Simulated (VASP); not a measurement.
# ZnCl3 (P-6m2) in VASP: a series of runs, part 2 of 2

VASP 6.6.1. Earlier steps stand in the parts before.

### 5 Single point, PBE

This run uses another cell than the first one, of 26.84 Å³/atom.

Contents of INCAR:

```
PREC = Accurate
ENCUT = 520
EDIFF = 1E-7
ISMEAR = 0
SIGMA = 0.1
LREAL = F
LASPH = T
NELM = 60
ALGO = Normal
ISIF = 2
LWAVE = F
LCHARG = F
GGA = PE
NBANDS = 24
```

Contents of KPOINTS:

```
regular mesh
0
Gamma
  18 18 4
```

Contents of POSCAR:

```
ZnCl3
1.0
    3.3801337431      0.0000000000      0.0000000000
   -1.6900668716      2.9272816897      0.0000000000
    0.0000000000      0.0000000000     10.8506453852
Zn Cl
1 3
Direct
    0.6666666667      0.3333333333      0.0000000000
    0.6666666667      0.3333333333      0.5000000000
    0.3333333333      0.6666666667      0.1427377914
    0.3333333333      0.6666666667      0.8572622086
```

Potentials or basis: VASP PAW PBE potentials, release 64 (Zn, Cl).

Started as:

```console
cat potpaw_PBE.64/Zn/POTCAR potpaw_PBE.64/Cl/POTCAR > POTCAR
mpirun -np 1 vasp_std > vasp.out
```

OUTCAR:

```text
PREC = Accurate
   ENCUT = 520
   EDIFF = 1E-7
   ISMEAR = 0
   LREAL = F
   LASPH = T
   NELM = 60
   ISIF = 2
   GGA = PE

 ion  position               nearest neighbor table
   1  0.667  0.333  0.000-   3 2.49   4 2.49   3 2.49   4 2.49   3 2.49   4 2.49
   2  0.667  0.333  0.500-
   3  0.333  0.667  0.143-   1 2.49   1 2.49   1 2.49
   4  0.333  0.667  0.857-   1 2.49   1 2.49   1 2.49

  LATTYP: Found a hexagonal cell.
 ALAT       =     3.3801337431
 C/A-ratio  =     3.2101230927

  Lattice vectors:

 A1 = (   3.3801337431,   0.0000000000,   0.0000000000)
 A2 = (  -1.6900668716,   2.9272816897,   0.0000000000)
 A3 = (   0.0000000000,   0.0000000000,  10.8506453852)

Analysis of symmetry for initial positions (statically):
=====================================================================
 Subroutine PRICEL returns:
 Original cell was already a primitive cell.

 Routine SETGRP: Setting up the symmetry group for a
 hexagonal supercell.

 Subroutine GETGRP returns: Found 12 space group operations
 (whereof 12 operations were pure point group operations)
 out of a pool of 24 trial point group operations.

The static configuration has the point symmetry D_3h.

Analysis of symmetry for dynamics (positions and initial velocities):
=====================================================================
 Subroutine PRICEL returns:
 Original cell was already a primitive cell.

 Routine SETGRP: Setting up the symmetry group for a
 hexagonal supercell.

 Subroutine GETGRP returns: Found 12 space group operations
 (whereof 12 operations were pure point group operations)
 out of a pool of 24 trial point group operations.

The dynamic configuration has the point symmetry D_3h.

 Subroutine INISYM returns: Found 12 space group operations
 (whereof 12 operations are pure point group operations),
 and found     1 'primitive' translations

----------------------------------------------------------------------------------------

                                     Primitive cell

  volume of cell :     107.3628

  direct lattice vectors                    reciprocal lattice vectors
     3.380133743  0.000000000  0.000000000     0.295846282  0.170806930  0.000000000
    -1.690066872  2.927281690  0.000000000     0.000000000  0.341613861  0.000000000
     0.000000000  0.000000000 10.850645385     0.000000000  0.000000000  0.092160417

  length of vectors
     3.380133743  3.380133743 10.850645385     0.341613861  0.341613861  0.092160417

  position of ions in fractional coordinates (direct lattice)
     0.666666667  0.333333333  0.000000000
     0.666666667  0.333333333  0.500000000
     0.333333333  0.666666667  0.142737791
     0.333333333  0.666666667  0.857262209

  ion indices of the primitive-cell ions
   primitive index   ion index
                 1           1
                 2           2
                 3           3
                 4           4

----------------------------------------------------------------------------------------

 KPOINTS: regular mesh

Automatic generation of k-mesh.
 Grid dimensions read from file:
 generate k-points for:   18   18    4

 Generating k-lattice:

  Cartesian coordinates                     Fractional coordinates (reciprocal lattice)
     0.016435905  0.009489274  0.000000000     0.055555556  0.000000000  0.000000000
     0.000000000  0.018978548  0.000000000     0.000000000  0.055555556  0.000000000
     0.000000000  0.000000000  0.023040104     0.000000000  0.000000000  0.250000000

  Length of vectors
     0.018978548  0.018978548  0.023040104

  Shift w.r.t. Gamma in fractional coordinates (k-lattice)
     0.000000000  0.000000000  0.000000000

 Subroutine IBZKPT returns following result:
 ===========================================

 Found    111 irreducible k-points:

 Following reciprocal coordinates:
            Coordinates               Weight
  0.000000  0.000000  0.000000      1.000000
  0.055556 -0.000000  0.000000      6.000000
  0.111111 -0.000000  0.000000      6.000000
  0.166667  0.000000  0.000000      6.000000
  0.222222  0.000000  0.000000      6.000000
  0.277778  0.000000  0.000000      6.000000
[... 16 lines left out ...]
  0.333333  0.111111  0.000000     12.000000
  0.388889  0.111111  0.000000     12.000000
 [... further k-points ...]
   k-points           NKPTS =    111   k-points in BZ     NKDIM =    111   number of bands    NBANDS=     24
   number of dos      NEDOS =    301   number of ions     NIONS =      4
   total plane-waves  NPLWV =  65856
   dimension x,y,z NGX =    28 NGY =   28 NGZ =   84
   dimension x,y,z NGXF=    56 NGYF=   56 NGZF=  168
   ions per type =               1   3
   NGX,Y,Z   is equivalent  to a cutoff of  13.77, 13.77, 12.87 a.u.
   NGXF,Y,Z  is equivalent  to a cutoff of  27.54, 27.54, 25.74 a.u.
 SYSTEM =  unknown system
   PREC   = accura    normal or accurate (medium, high low for compatibility)
   ISTART =      0    job   : 0-new  1-cont  2-samecut
   ICHARG =      2    charge: 1-file 2-atom 10-const
   ISPIN  =      1    spin polarized calculation?
   LNONCOLLINEAR =      F non collinear calculations
   LSORBIT =      F    spin-orbit coupling
   LASPH  =      T    aspherical Exc in radial PAW
   ENCUT  =  520.0 eV  38.22 Ry    6.18 a.u.   6.28  6.28 20.18*2*pi/ulx,y,z
   NELM   =     60;   NELMIN=  2; NELMDL= -5     # of ELM steps
   EDIFF  = 0.1E-06   stopping-criterion for ELM
   LREAL  =      F    real-space projection
   EDIFFG = 0.1E-05   stopping-criterion for IOM
   NSW    =      0    number of steps for IOM
   IBRION =     -1    ionic relax: 0-MD 1-quasi-New 2-CG
   NFREE  =      0    steps in history (QN), initial steepest desc. (CG)
   ISIF   =      2    stress and relaxation
   ISYM   =      2    0-nonsym 1-usesym 2-fastsym
   POTIM  = 0.5000    time-step for ionic-motion
   TEBEG  =    0.0;   TEEND  =   0.0 temperature during run
   PSTRESS=    0.0 pullay stress
   NELECT =      33.0000    total number of electrons
   NUPDOWN=      -1.0000    fix difference up-down
   EMIN   =  10.00;   EMAX   =-10.00  energy-range for DOS
   EFERMI =   0.00;   METHOD = LEGACY
   ISMEAR =     0;   SIGMA  =   0.10  broadening in eV -4-tet -1-fermi 0-gaus
   EFERMI_NEDOS =   21; number of points for ismear=-14 and -15
   IALGO  =     38    algorithm
   IMIX   =      4    mixing-type and parameters
     AMIX     =   0.40;   BMIX     =  1.00
     AMIX_MAG =   1.60;   BMIX_MAG =  1.00
  volume/ion in A,a.u.               =      26.84       181.13
  Fermi-wavevector in a.u.,A,eV,Ry     =   1.104828  2.087823 16.607894  1.220646
  Thomas-Fermi vector in A             =   2.241307
   LORBIT       =      0    0 simple, 1 ext, 2 COOP (PROOUT), +10 PAW based schemes
   GGA     = PE    functional components
   LHFCALC =     F    Hartree Fock is set to
   AEXX    =    0.0000 exact exchange contribution
   IVDW    =     0    specifies the selected vdW correction
   LEPSILON=     F    determine dielectric tensor
   LRPA    =     F    only Hartree local field effects (RPA)
 non-spin polarized calculation
 Gauss-broadening in eV      SIGMA  =   0.10
  energy-cutoff  :      520.00
  volume of cell :      107.36
 maximum number of plane-waves:      2932
 NGX is ok and might be reduce to    28
   NGX = 13   NGY = 13   NGZ = 41

 number of electron      32.9999986 magnetization

 Free energy of the ion-electron system (eV)
  ---------------------------------------------------
  ext. energy  EPLUGINS =         0.00000000
  ---------------------------------------------------
  free energy    TOTEN  =        -8.24715286 eV

  energy without entropy =       -8.22894705  energy(sigma->0) =       -8.23804995

 E-fermi :  -1.1582     XC(G=0):  -8.0132

 val. band max:       -1.1601188232   @ k =   0.3333   0.0556   0.5000
 cond. band min:      -1.1382956529   @ k =   0.2222   0.1111   0.0000
 fundamental gap:      0.0218231703
 Fermi energy:        -1.1581979681

 k-point     1 :       0.0000    0.0000    0.0000
  band No.  band energies     occupation
      1     -15.8038      2.00000
      2     -15.0827      2.00000
      3     -14.3632      2.00000
      4      -6.7775      2.00000
      5      -6.5619      2.00000
      6      -6.5619      2.00000
[... 637 lines left out ...]
     23       9.2742      0.00000
     24       9.8830      0.00000

 [... further k-points ...]

------------------------ aborting loop because EDIFF is reached ----------------------------------------

  FORCE on cell =-STRESS in cart. coord.  units (eV):
  Direction    XX          YY          ZZ          XY          YZ          ZX
  --------------------------------------------------------------------------------------
  -------------------------------------------------------------------------------------
  Total        0.0005822      0.0005822      0.0417272     -0.0000000      0.0000000      0.0000000
  in kB        0.0086887      0.0086887      0.6226954     -0.0000000      0.0000000      0.0000000
  external PRESSURE =       0.2133576 kB  Pullay stress =       0.0000000 kB

 VOLUME and BASIS-vectors are now :
 -----------------------------------------------------------------------------
  energy-cutoff  :      520.00
  volume of cell :      107.36
      direct lattice vectors                 reciprocal lattice vectors
     3.380133743  0.000000000  0.000000000     0.295846282  0.170806930  0.000000000
    -1.690066872  2.927281690  0.000000000     0.000000000  0.341613861  0.000000000
     0.000000000  0.000000000 10.850645385     0.000000000  0.000000000  0.092160417

 POSITION                                       TOTAL-FORCE (eV/Angst)
 -----------------------------------------------------------------------------------
      1.69007      0.97576      0.00000         0.000000     -0.000000      0.000000
      1.69007      0.97576      5.42532        -0.000000      0.000000      0.000000
     -0.00000      1.95152      1.54880        -0.000000     -0.000000      0.009719
     -0.00000      1.95152      9.30185         0.000000      0.000000     -0.009719
 -----------------------------------------------------------------------------------
    total drift:                                0.000003     -0.000001      0.000000

  FREE ENERGIE OF THE ION-ELECTRON SYSTEM (eV)
  ---------------------------------------------------
  free  energy   TOTEN  =        -8.2471528620 eV

  energy  without entropy=       -8.2289470475  energy(sigma->0) =       -8.23804995
```

stdout:

```text
POSCAR found type information on POSCAR ZnCl
 POSCAR found :  2 types and       4 ions
 scaLAPACK will be used
 LDA part: xc-table for (Slater+PW92), standard interpolation
 POSCAR, INCAR and KPOINTS ok, starting setup
 FFT: planning ... GRIDC
 FFT: planning ... GRID_SOFT
 FFT: planning ... GRID
 WAVECAR not read
 entering main loop
```

Wall time 3.5 min (1 thread of Intel Xeon 6975P-C (Granite Rapids), shared host); peak memory 0.39 GiB.

What came out:

| Property | Result |
| --- | --- |
| Free energy | -8.2472 eV |
| Pressure | 0.0 GPa |
| Largest force | 0.010 eV/Å |
| Band gap on the k mesh | zero (an odd number of electrons rules out a gap without spin polarisation) |

Forces on the atoms (eV/Å):
```
Zn   0.000  0.000  0.000
Cl   0.000  0.000  0.000
Cl   0.000  0.000  0.010
Cl   0.000  0.000 -0.010
```

Levels at points of the mesh, in eV from the Fermi level:
| k point | band 13 | band 14 | band 15 | band 16 | band 17 | band 18 | band 19 | band 20 | band 21 | band 22 |
| --- | --- | --- | --- | --- | --- | --- | --- | --- | --- | --- |
| (0.00, 0.00, 0.00) | -0.32 | 0.00 | 0.00 | 0.54 | 0.54 | 3.67 | 7.52 | 7.98 | 9.83 | 9.83 |
| (0.50, 0.00, 0.00) | -1.42 | -0.43 | -0.41 | -0.19 | -0.04 | 3.93 | 5.93 | 8.12 | 9.66 | 9.88 |
| (0.00, 0.00, 0.50) | -0.32 | 0.00 | 0.00 | 0.54 | 0.54 | 3.75 | 7.20 | 8.56 | 9.59 | 9.83 |
| (0.50, 0.00, 0.50) | -1.42 | -0.41 | -0.36 | -0.26 | -0.04 | 3.94 | 5.95 | 8.16 | 9.65 | 9.76 |

Caveat: this functional lacks dispersion, which binds layers or chains, so the pressure and a relaxed spacing across them are unreliable; an odd number of electrons without spin polarisation forces a metal; a magnetic or distorted state may lie lower.

### 6 Relaxation of cell and atoms, PBE

This run uses another cell than the first one, of 26.84 Å³/atom.

Contents of INCAR:

```
PREC = Accurate
ENCUT = 600
EDIFF = 1E-6
ISMEAR = 0
SIGMA = 0.1
LREAL = False
LASPH = True
NELM = 100
ALGO = Normal
ISIF = 3
LWAVE = False
LCHARG = False
GGA = PE
IBRION = 2
NSW = 100
EDIFFG = -0.01
```

Contents of KPOINTS:

```
Automatic mesh
0
Gamma
  18 18 4
```

POSCAR is that of step 5.

Potentials or basis: VASP PAW PBE potentials, release 64 (Zn, Cl).

Started as:

```console
cat potpaw_PBE.64/Zn/POTCAR potpaw_PBE.64/Cl/POTCAR > POTCAR
mpirun -np 1 vasp_std > vasp.out
```

It took 4.2 min on 1 thread of Intel Xeon 6975P-C (Granite Rapids), shared host; peak memory 0.43 GiB.

It converged, with:

| Item | Value |
| --- | --- |
| Free energy | -8.2473 eV |
| Relaxed volume | 26.87 Å³/atom |
| Relaxed cell | a = 3.381 Å, b = 3.381 Å, c = 10.858 Å, α = 90.00°, β = 90.00°, γ = 120.00° |
| Space group after relaxing (to 0.1 Å) | P-6m2 (No. 187) |
| Energy gained by relaxing | 0.0 meV/atom |
| Ionic steps | 2 |
| Pressure after relaxing | 0.0 GPa |
| Largest force after relaxing | 0.009 eV/Å |
| Band gap on the k mesh | zero (an odd number of electrons rules out a gap without spin polarisation) |

Forces on the atoms (eV/Å):
```
Zn   0.000  0.000  0.000
Cl   0.000  0.000  0.000
Cl   0.000  0.000 -0.009
Cl   0.000  0.000  0.009
```

Final structure:
```yaml
crystal:
  lattice:
    - [3.38079, 0.00000, 0.00000]
    - [-1.69040, 2.92785, 0.00000]
    - [0.00000, 0.00000, 10.85813]
  atoms:
    - { symbol: Zn, position: [0.66667, 0.33333, 0.00000] }
    - { symbol: Cl, position: [0.66667, 0.33333, 0.50000] }
    - { symbol: Cl, position: [0.33333, 0.66667, 0.14278] }
    - { symbol: Cl, position: [0.33333, 0.66667, 0.85722] }
```

Levels at points of the mesh, in eV from the Fermi level:
```
           k point  band 14  band 15  band 16  band 17  band 18  band 19  band 20
(0.00, 0.00, 0.00)     0.00     0.00     0.54     0.54     3.67     7.51     7.98
(0.50, 0.00, 0.00)    -0.43    -0.41    -0.19    -0.04     3.93     5.93     8.12
(0.00, 0.00, 0.50)     0.00     0.00     0.54     0.54     3.74     7.20     8.56
(0.50, 0.00, 0.50)    -0.41    -0.36    -0.26    -0.04     3.93     5.95     8.16
```

Caveat: this functional lacks dispersion, which binds layers or chains, so the pressure and a relaxed spacing across them are unreliable; an odd number of electrons without spin polarisation forces a metal; a magnetic or distorted state may lie lower.

### 7 Summary

| task | cell | k mesh | cutoff (eV) | gap on the mesh (eV) | pressure (GPa) | relaxed volume (Å³/atom) | largest force (eV/Å) |
| --- | --- | --- | --- | --- | --- | --- | --- |
| single point | a = 3.188, b = 3.188, c = 10.101 Å, angles 90.0, 90.0, 120.0°, 4 atoms, atomic positions A | 6 × 6 × 2 | 520 | none | -3.2 | - | 1.34 |
| single point | a = 3.380, b = 3.380, c = 10.851 Å, angles 90.0, 90.0, 120.0°, 4 atoms, atomic positions B | 6 × 6 × 2 | 520 | none | 0.1 | - | 0.01 |
| relaxation of cell and atoms | relaxed from a = 3.188, b = 3.188, c = 10.101 Å, angles 90.0, 90.0, 120.0°, 4 atoms, atomic positions A | 6 × 6 × 2 | 600 | none | 0.0 | 26.36 | - |
| single point | a = 3.380, b = 3.380, c = 10.851 Å, angles 90.0, 90.0, 120.0°, 4 atoms, atomic positions B | 18 × 18 × 4 | 520 | none | 0.0 | - | 0.01 |
| relaxation of cell and atoms | relaxed from a = 3.380, b = 3.380, c = 10.851 Å, angles 90.0, 90.0, 120.0°, 4 atoms, atomic positions B | 18 × 18 × 4 | 600 | none | 0.0 | 26.87 | 0.01 |

Alike in all rows: level PBE; potentials or basis VASP PAW PBE potentials, release 64 (Zn, Cl); no spin polarisation; smearing gaussian 0.1 eV.

Caveats: some runs use coarse meshes; an odd number of electrons without spin polarisation forces a metal; a magnetic or distorted state may lie lower; this functional lacks dispersion, which binds layers or chains, so the pressure and a relaxed spacing across them are unreliable (at least some runs); the volume moved by over 15 % at a fixed basis, so the end points are rough (at least some runs).

Absolute energies hang on the potentials; compare differences alone.

The gap in the log of VASP goes by the Fermi energy; the results here count the filled bands.